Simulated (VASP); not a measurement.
# N (P-1) in VASP: further runs

The runs below take N through single point, with PBEsol.

Program: VASP 6.6.1. These are calculated values, not measurements. Logs are shortened: lines on timing, memory, paths and dates and some standing lists are left out, and cuts for length are marked.

### Step 1. The cell of the first run

The typed cell holds 8 atoms: a = 4.626 Å, b = 4.626 Å, c = 17.240 Å, α = 91.28°, β = 88.72°, γ = 60.00°.

### Step 2. Single point, PBEsol

INCAR reads:

```
SYSTEM = N
PREC = Accurate ; ENCUT = 520
EDIFF = 1E-6 ; ISMEAR = 0
SIGMA = 0.05 ; LREAL = .FALSE.
LASPH = .TRUE. ; NELM = 60
ALGO = Normal ; ISIF = 2
LWAVE = .FALSE. ; LCHARG = .TRUE.
GGA = PS ; LELF = .TRUE.
LVHAR = .TRUE. ; NBANDS = 30
```

KPOINTS reads:

```
Automatic mesh
0
G
  6 6 2
  0 0 0
```

POSCAR reads:

```
N
1.0
   -4.6258169325      0.0000000000      0.0000000000
   -2.3129084662     -4.0060749768      0.0000000000
   -0.3854847444      0.6676791628     17.2224973438
N
8
Direct
    0.2092743550      0.4573923117      0.7443538701
    0.2771240647      0.3895426020      0.3372556119
    0.2199183277      0.4467483390      0.6804900338
    0.2877680374      0.3788986293      0.2733917756
    0.6443822529      0.6889510805      0.1337064827
    0.5765325432      0.7568007902      0.5408047410
    0.6550262256      0.6783071077      0.0698426464
    0.5871765159      0.7461568175      0.4769409047
```

Potentials or basis: VASP PAW PBE potentials, release 64 (N).

Run with:

```bash
$ cat potpaw_PBE.64/N/POTCAR > POTCAR
$ mpirun -np 1 vasp_std > vasp.out
```

OUTCAR:

```text
SYSTEM = N
   PREC = Accurate
   ENCUT = 520
   EDIFF = 1E-6
   ISMEAR = 0
   LREAL = .FALSE.
   LASPH = .TRUE.
   NELM = 60
   ISIF = 2
   GGA = PS

 ion  position               nearest neighbor table
   1  0.209  0.457  0.744-   3 1.10
   2  0.277  0.390  0.337-   4 1.10
   3  0.220  0.447  0.680-   1 1.10
   4  0.288  0.379  0.273-   2 1.10
   5  0.644  0.689  0.134-   7 1.10
   6  0.577  0.757  0.541-   8 1.10
   7  0.655  0.678  0.070-   5 1.10
   8  0.587  0.746  0.477-   6 1.10

  LATTYP: Found a base centered monoclinic cell.
 ALAT       =     4.6258169325
 B/A-ratio  =     1.7320508076
 C/A-ratio  =     3.7268541496
 COS(beta)  =    -0.0447204693

  Lattice vectors:

 A1 = (  -2.3129084662,  -4.0060749768,   0.0000000000)
 A2 = (   4.6258169325,   0.0000000000,   0.0000000000)
 A3 = (  -0.3854847444,   0.6676791628,  17.2224973438)

Analysis of symmetry for initial positions (statically):
=====================================================================
 Subroutine PRICEL returns:
 Original cell was already a primitive cell.

 Routine SETGRP: Setting up the symmetry group for a
 base centered monoclinic supercell.

 Subroutine GETGRP returns: Found  2 space group operations
 (whereof  1 operations were pure point group operations)
 out of a pool of  4 trial point group operations.

The static configuration has the point symmetry C_1 .
 The point group associated with its full space group is S_2 .

Analysis of symmetry for dynamics (positions and initial velocities):
=====================================================================
 Subroutine PRICEL returns:
 Original cell was already a primitive cell.

 Routine SETGRP: Setting up the symmetry group for a
 base centered monoclinic supercell.

 Subroutine GETGRP returns: Found  2 space group operations
 (whereof  1 operations were pure point group operations)
 out of a pool of  4 trial point group operations.

The dynamic configuration has the point symmetry C_1 .
 The point group associated with its full space group is S_2 .

 Subroutine INISYM returns: Found  2 space group operations
 (whereof  1 operations are pure point group operations),
 and found     1 'primitive' translations

----------------------------------------------------------------------------------------

                                     Primitive cell

  volume of cell :     319.1565

  direct lattice vectors                    reciprocal lattice vectors
    -4.625816933  0.000000000  0.000000000    -0.216178032  0.124810445 -0.009677265
    -2.312908466 -4.006074977  0.000000000     0.000000000 -0.249620890  0.009677265
    -0.385484744  0.667679163 17.222497344     0.000000000  0.000000000  0.058063589

  length of vectors
     4.625816933  4.625816932 17.239745030     0.249808403  0.249808403  0.058063589

  position of ions in fractional coordinates (direct lattice)
     0.209274355  0.457392312  0.744353870
     0.277124065  0.389542602  0.337255612
     0.219918328  0.446748339  0.680490034
     0.287768037  0.378898629  0.273391776
     0.644382253  0.688951080  0.133706483
     0.576532543  0.756800790  0.540804741
     0.655026226  0.678307108  0.069842646
     0.587176516  0.746156818  0.476940905

  ion indices of the primitive-cell ions
   primitive index   ion index
                 1           1
                 2           2
                 3           3
                 4           4
                 5           5
                 6           6
                 7           7
                 8           8

----------------------------------------------------------------------------------------

 KPOINTS: Automatic mesh

Automatic generation of k-mesh.
 Grid dimensions read from file:
 generate k-points for:    6    6    2

 Generating k-lattice:

  Cartesian coordinates                     Fractional coordinates (reciprocal lattice)
    -0.036029672  0.020801741 -0.001612877     0.166666667  0.000000000 -0.000000000
     0.000000000 -0.041603482  0.001612877     0.000000000  0.166666667  0.000000000
     0.000000000  0.000000000  0.029031794     0.000000000  0.000000000  0.500000000

  Length of vectors
     0.041634734  0.041634734  0.029031794

  Shift w.r.t. Gamma in fractional coordinates (k-lattice)
     0.000000000  0.000000000  0.000000000

 Subroutine IBZKPT returns following result:
 ===========================================

 Found     40 irreducible k-points:

 Following reciprocal coordinates:
            Coordinates               Weight
  0.000000  0.000000  0.000000      1.000000
  0.166667 -0.000000 -0.000000      2.000000
  0.000000  0.166667 -0.000000      2.000000
  0.333333 -0.000000  0.000000      2.000000
  0.000000  0.333333 -0.000000      2.000000
  0.500000 -0.000000 -0.000000      1.000000
[... 16 lines left out ...]
  0.000000  0.166667  0.500000      2.000000
  0.333333 -0.000000  0.500000      2.000000
 [... further k-points ...]
   k-points           NKPTS =     40   k-points in BZ     NKDIM =     40   number of bands    NBANDS=     30
   number of dos      NEDOS =    301   number of ions     NIONS =      8
   total plane-waves  NPLWV = 165888
   dimension x,y,z NGX =    36 NGY =   36 NGZ =  128
   dimension x,y,z NGXF=    72 NGYF=   72 NGZF=  256
   ions per type =               8
   NGX,Y,Z   is equivalent  to a cutoff of  12.94, 12.94, 12.34 a.u.
   NGXF,Y,Z  is equivalent  to a cutoff of  25.88, 25.88, 24.69 a.u.
 SYSTEM =  N
   PREC   = accura    normal or accurate (medium, high low for compatibility)
   ISTART =      0    job   : 0-new  1-cont  2-samecut
   ICHARG =      2    charge: 1-file 2-atom 10-const
   ISPIN  =      1    spin polarized calculation?
   LNONCOLLINEAR =      F non collinear calculations
   LSORBIT =      F    spin-orbit coupling
   LASPH  =      T    aspherical Exc in radial PAW
   ENCUT  =  520.0 eV  38.22 Ry    6.18 a.u.   8.60  8.60 32.05*2*pi/ulx,y,z
   NELM   =     60;   NELMIN=  2; NELMDL= -5     # of ELM steps
   EDIFF  = 0.1E-05   stopping-criterion for ELM
   LREAL  =      F    real-space projection
   EDIFFG = 0.1E-04   stopping-criterion for IOM
   NSW    =      0    number of steps for IOM
   IBRION =     -1    ionic relax: 0-MD 1-quasi-New 2-CG
   NFREE  =      0    steps in history (QN), initial steepest desc. (CG)
   ISIF   =      2    stress and relaxation
   ISYM   =      2    0-nonsym 1-usesym 2-fastsym
   POTIM  = 0.5000    time-step for ionic-motion
   TEBEG  =    0.0;   TEEND  =   0.0 temperature during run
   PSTRESS=    0.0 pullay stress
   NELECT =      40.0000    total number of electrons
   NUPDOWN=      -1.0000    fix difference up-down
   EMIN   =  10.00;   EMAX   =-10.00  energy-range for DOS
   EFERMI =   0.00;   METHOD = LEGACY
   ISMEAR =     0;   SIGMA  =   0.05  broadening in eV -4-tet -1-fermi 0-gaus
   EFERMI_NEDOS =   21; number of points for ismear=-14 and -15
   IALGO  =     38    algorithm
   IMIX   =      4    mixing-type and parameters
     AMIX     =   0.40;   BMIX     =  1.00
     AMIX_MAG =   1.60;   BMIX_MAG =  1.00
  volume/ion in A,a.u.               =      39.89       269.22
  Fermi-wavevector in a.u.,A,eV,Ry     =   0.819270  1.548195  9.132271  0.671203
  Thomas-Fermi vector in A             =   1.930045
   LORBIT       =      0    0 simple, 1 ext, 2 COOP (PROOUT), +10 PAW based schemes
   GGA     = PS    functional components
   LHFCALC =     F    Hartree Fock is set to
   AEXX    =    0.0000 exact exchange contribution
   IVDW    =     0    specifies the selected vdW correction
   LEPSILON=     F    determine dielectric tensor
   LRPA    =     F    only Hartree local field effects (RPA)
 non-spin polarized calculation
 Gauss-broadening in eV      SIGMA  =   0.05
  energy-cutoff  :      520.00
  volume of cell :      319.16
 maximum number of plane-waves:      8627
 NGX is ok and might be reduce to    36
   NGX = 17   NGY = 17   NGZ = 65

 number of electron      39.9999998 magnetization

 Free energy of the ion-electron system (eV)
  ---------------------------------------------------
  ext. energy  EPLUGINS =         0.00000000
  ---------------------------------------------------
  free energy    TOTEN  =       -68.24390816 eV

  energy without entropy =      -68.24390816  energy(sigma->0) =      -68.24390816

 E-fermi :  -7.6530     XC(G=0):  -4.4038

 val. band max:       -7.9613229061   @ k =   0.0000   0.0000   0.0000
 cond. band min:      -0.4987647014   @ k =  -0.3333   0.3333   0.0000
 fundamental gap:      7.4625582046
 Fermi energy:        -7.6529826508

 k-point     1 :       0.0000    0.0000    0.0000
  band No.  band energies     occupation
      1     -26.4132      2.00000
      2     -26.4067      2.00000
      3     -26.3982      2.00000
      4     -26.3975      2.00000
      5     -11.6399      2.00000
      6     -11.5216      2.00000
[... 22 lines left out ...]
     29       1.4349      0.00000
     30       1.9032      0.00000

 k-point     2 :       0.1667   -0.0000   -0.0000
  band No.  band energies     occupation
      1     -26.4117      2.00000
      2     -26.4059      2.00000
      3     -26.3975      2.00000
      4     -26.3969      2.00000
      5     -11.6115      2.00000
      6     -11.5058      2.00000
[... 22 lines left out ...]
     29       1.6801      0.00000
     30       2.1314      0.00000

 k-point     3 :       0.0000    0.1667   -0.0000
  band No.  band energies     occupation
      1     -26.4117      2.00000
      2     -26.4059      2.00000
      3     -26.3976      2.00000
      4     -26.3969      2.00000
      5     -11.6115      2.00000
      6     -11.5059      2.00000
[... 682 lines left out ...]
     29       1.6820      0.00000
     30       2.0336      0.00000

 k-point    24 :       0.3333   -0.0000    0.5000
  band No.  band energies     occupation
      1     -26.4083      2.00000
      2     -26.4043      2.00000
      3     -26.3961      2.00000
      4     -26.3959      2.00000
      5     -11.5412      2.00000
      6     -11.4699      2.00000
[... 22 lines left out ...]
     29       2.3595      0.00000
     30       2.6022      0.00000

 [... further k-points ...]

------------------------ aborting loop because EDIFF is reached ----------------------------------------

  FORCE on cell =-STRESS in cart. coord.  units (eV):
  Direction    XX          YY          ZZ          XY          YZ          ZX
  --------------------------------------------------------------------------------------
  -------------------------------------------------------------------------------------
  Total       -0.1938475     -0.1940597      7.9425770     -0.0000907     -0.0001079      0.0000929
  in kB       -0.9731217     -0.9741867     39.8720325     -0.0004554     -0.0005418      0.0004665
  external PRESSURE =      12.6415747 kB  Pullay stress =       0.0000000 kB

 VOLUME and BASIS-vectors are now :
 -----------------------------------------------------------------------------
  energy-cutoff  :      520.00
  volume of cell :      319.16
      direct lattice vectors                 reciprocal lattice vectors
    -4.625816933  0.000000000  0.000000000    -0.216178032  0.124810445 -0.009677265
    -2.312908466 -4.006074977  0.000000000     0.000000000 -0.249620890  0.009677265
    -0.385484744  0.667679163 17.222497344     0.000000000  0.000000000  0.058063589

 POSITION                                       TOTAL-FORCE (eV/Angst)
 -----------------------------------------------------------------------------------
     -2.31291     -1.33536     12.81963        -0.000070      0.000028      1.892210
     -2.31291     -1.33536      5.80838         0.000049     -0.000082      1.882915
     -2.31291     -1.33536     11.71974         0.000129     -0.000164     -1.892455
     -2.31291     -1.33536      4.70849         0.000020     -0.000034     -1.882830
     -4.62582     -2.67072      2.30276        -0.000129      0.000164      1.892455
     -4.62582     -2.67072      9.31401        -0.000020      0.000034      1.882830
     -4.62582     -2.67072      1.20286         0.000070     -0.000028     -1.892210
     -4.62582     -2.67072      8.21411        -0.000049      0.000082     -1.882915
 -----------------------------------------------------------------------------------
    total drift:                               -0.000002      0.000007     -0.000053

  FREE ENERGIE OF THE ION-ELECTRON SYSTEM (eV)
  ---------------------------------------------------
  free  energy   TOTEN  =       -68.2439081634 eV

  energy  without entropy=      -68.2439081634  energy(sigma->0) =      -68.24390816
```

Wall time 5.3 min (1 thread of Intel Xeon Platinum 8488C (Sapphire Rapids), shared host); peak memory 0.55 GiB.

What came out:

```yaml
Free_energy: -68.2439 eV
Pressure: 1.3 GPa
Largest_force: 1.892 eV/Å
Band_gap_on_the_k_mesh: 7.46 eV (least direct gap 7.67 eV)
```

Forces in eV/Å, atoms in the order of the input:
```
N    0.000  0.000  1.892
N    0.000  0.000  1.883
N    0.000  0.000 -1.892
N    0.000  0.000 -1.883
N    0.000  0.000  1.892
N    0.000  0.000  1.883
N    0.000  0.000 -1.892
N    0.000  0.000 -1.883
```

Levels at points of the mesh, in eV from the valence-band top:
```csv
k point,band 17,band 18,band 19,band 20,band 21,band 22,band 23,band 24
"(0.00, 0.00, 0.00)",-0.61,-0.40,-0.18,0.00,7.90,7.90,8.02,8.02
"(0.50, 0.00, 0.00)",-0.33,-0.27,-0.20,-0.14,7.56,7.69,7.72,7.86
"(0.00, 0.50, 0.00)",-0.33,-0.27,-0.20,-0.14,7.56,7.70,7.72,7.85
"(0.50, 0.50, 0.00)",-0.33,-0.27,-0.20,-0.14,7.56,7.70,7.72,7.86
"(0.00, 0.00, 0.50)",-0.61,-0.41,-0.17,0.00,7.90,7.90,8.02,8.02
"(0.50, 0.00, 0.50)",-0.33,-0.27,-0.20,-0.14,7.56,7.69,7.73,7.86
"(0.00, 0.50, 0.50)",-0.33,-0.27,-0.20,-0.14,7.57,7.69,7.73,7.87
"(0.50, 0.50, 0.50)",-0.33,-0.27,-0.20,-0.14,7.57,7.69,7.73,7.87
```

Caveat: the standard files for N, O and F lose accuracy on very short bonds; this functional lacks dispersion, which holds the molecules together, so the pressure and a relaxed volume are unreliable; the PAW data sets were made with another functional, which shifts forces and pressure a little. A k mesh can miss the band edges.

[end of part 1 of 2]
